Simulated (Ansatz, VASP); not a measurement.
# One calculation of Ag, two programs

```
Ag
1.0
     0.00000    2.84133    2.84133
     2.84133    0.00000    2.84133
     2.84133    2.84133    0.00000
Ag
2
Direct
  0.12500 0.12500 0.12500
  0.87500 0.87500 0.87500
```

Alike in both runs: task single point; functional LDA; k mesh 10 × 10 × 10; occupations fermi-dirac, width 0.1 eV; no spin polarisation.

|  | VASP | Ansatz |
| --- | --- | --- |
| version | VASP 6.6.1 | Ansatz 0.2.0 |
| potentials or method | VASP PAW LDA potentials, release 64 (Ag), cutoff 520 eV | plane waves (420 eV) with PAW, scalar-relativistic |
| valence electrons in the cell | 22 | 38 |

|  | VASP | Ansatz | Ansatz less VASP |
| --- | --- | --- | --- |
| pressure (GPa) | 9.4 | 9.5 | +0.06 |

Ansatz warns that its potentials were made for another functional, while VASP's fit it. LDA's correlation is that of Perdew and Zunger in VASP and of Perdew and Wang (1992) in Ansatz. VASP's potentials hold 22 valence electrons a cell and Ansatz's 38, so a difference there can come from the potentials and not from the codes.
